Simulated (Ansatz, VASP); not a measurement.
# AgBr in VASP and in Ansatz

```
Ag Br
1.0
     0.00000    2.87015    2.87015
     2.87015    0.00000    2.87015
     2.87015    2.87015    0.00000
Ag Br
1 1
Direct
  0.00000 0.00000 0.00000
  0.50000 0.50000 0.50000
```

Alike in both runs: task relaxation of cell and atoms; functional PBE; k mesh 8 × 8 × 8; occupations gaussian, width 0.02 eV; no spin polarisation.

|  | VASP | Ansatz |
| --- | --- | --- |
| version | VASP 6.6.1 | Ansatz 0.2.0 |
| potentials or method | VASP PAW PBE potentials, release 64 (Ag, Br), cutoff 500 eV | scalar-relativistic, plane waves, PAW |
| valence electrons in the cell | 18 | 26 |

|  | VASP | Ansatz | Ansatz less VASP |
| --- | --- | --- | --- |
| gap on the k mesh at the Fermi level, each at its own relaxed structure (eV) | 0.69 | 0.69 | +0.002 |
| relaxed volume (Å³/atom) | 24.89 | 24.94 | +0.051 |
| relaxed cell length with the largest relative difference (Å) | 4.129 | 4.132 | +0.0028 |

VASP's potentials hold 18 valence electrons a cell and Ansatz's 26, so a difference there can come from the potentials and not from the codes.
